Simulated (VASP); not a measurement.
Na3La2P3: relaxation of cell and atoms with PBE

Crystal: Na3La2P3.

```
CELL_PARAMETERS angstrom
3.86737 2.23283 3.63106
-3.86737 2.23283 3.63106
0.00000 -4.46566 3.63106
ATOMIC_POSITIONS crystal
Na 0.71415 0.28585 0.50000
Na 0.28585 0.50000 0.71415
Na 0.50000 0.71415 0.28585
La 0.17931 0.17931 0.17931
La 0.82069 0.82069 0.82069
P 0.69156 0.30844 0.00000
P 0.30844 0.00000 0.69156
P 0.00000 0.69156 0.30844
```

The cell was built from a structure type or drawn by symmetry, and may not be a known phase.

* Program: VASP 6.6.1
* Task: relaxation of cell and atoms
* Functional: PBE
* Potentials or basis: VASP PAW PBE potentials, release 64 (Na_pv, La, P)
* Cutoff: 600 eV
* k mesh: 6 × 6 × 6
* Occupations: gaussian, width 0.1 eV
* Spin: no spin polarisation
* Dipole correction: no
* Further INCAR settings: ALGO = Normal; EDIFF = 1e-06; IBRION = 2; EDIFFG = -0.01; NSW = 100; ISIF = 3

| Item | Value |
| --- | --- |
| Relaxed volume | 23.49 Å³/atom |
| Relaxed cell | a = 5.754 Å, b = 5.754 Å, c = 5.754 Å, α = 84.41°, β = 84.41°, γ = 84.41° |
| Space group after relaxing (to 0.1 Å) | R32 (No. 155) |
| Energy gained by relaxing | 0.0 meV/atom |
| Ionic steps | 6 |
| Pressure after relaxing | 0.0 GPa |
| Band gap on the k mesh | zero (bands 29 and 30 overlap by 0.26 eV) |

Forces in eV/Å, atoms in the order of the input:
```
Na   0.000  0.000  0.000
Na   0.000  0.000  0.000
Na   0.000  0.000  0.000
La   0.000  0.000  0.000
La   0.000  0.000  0.000
P    0.002  0.000  0.000
P   -0.001 -0.002  0.000
P   -0.001  0.002  0.000
```

The path:
```
step  energy change (eV)  largest force (eV/Å)  pressure (GPa)  volume (Å³)
   1              0.0000                0.0142           -0.07       188.13
   2             -0.0001                0.0140            0.01       187.86
   3             -0.0001                0.0124            0.03       187.81
   4             -0.0001                0.0122            0.03       187.79
   5             -0.0002                0.0107            0.01       187.82
   6             -0.0002                0.0022           -0.03       187.93
```

Final structure:
```yaml
crystal:
  lattice:
    - [3.86539, 2.23168, 3.63087]
    - [-3.86539, 2.23168, 3.63087]
    - [0.00000, -4.46337, 3.63087]
  atoms:
    - { symbol: Na, position: [0.71457, 0.28543, 0.50000] }
    - { symbol: Na, position: [0.28543, 0.50000, 0.71457] }
    - { symbol: Na, position: [0.50000, 0.71457, 0.28543] }
    - { symbol: La, position: [0.17967, 0.17967, 0.17967] }
    - { symbol: La, position: [0.82033, 0.82033, 0.82033] }
    - { symbol: P, position: [0.69198, 0.30802, 0.00000] }
    - { symbol: P, position: [0.30802, 0.00000, 0.69198] }
    - { symbol: P, position: [0.00000, 0.69198, 0.30802] }
```

Levels at points of the mesh, in eV from the Fermi level:
```csv
k point,band 25,band 26,band 27,band 28,band 29,band 30,band 31,band 32,band 33,band 34
"(0.00, 0.00, 0.00)",-1.83,-1.72,-1.72,-1.69,0.10,0.22,0.70,1.49,1.49,1.65
"(0.50, 0.00, 0.00)",-2.23,-1.65,-1.41,-1.38,-0.85,0.42,0.99,1.44,1.54,1.56
"(0.50, 0.50, 0.00)",-2.02,-1.68,-1.52,-1.28,-0.35,-0.15,1.04,1.10,1.63,1.69
"(0.50, 0.50, 0.50)",-2.38,-1.46,-1.46,-1.03,-1.03,0.71,0.71,1.39,1.47,1.68
```

It took 24 min on 1 thread of Intel Xeon 8259CL (shared host), peak memory 0.51 GiB.

Caveat: spin-orbit coupling is left out, which moves the levels of the heavy elements.
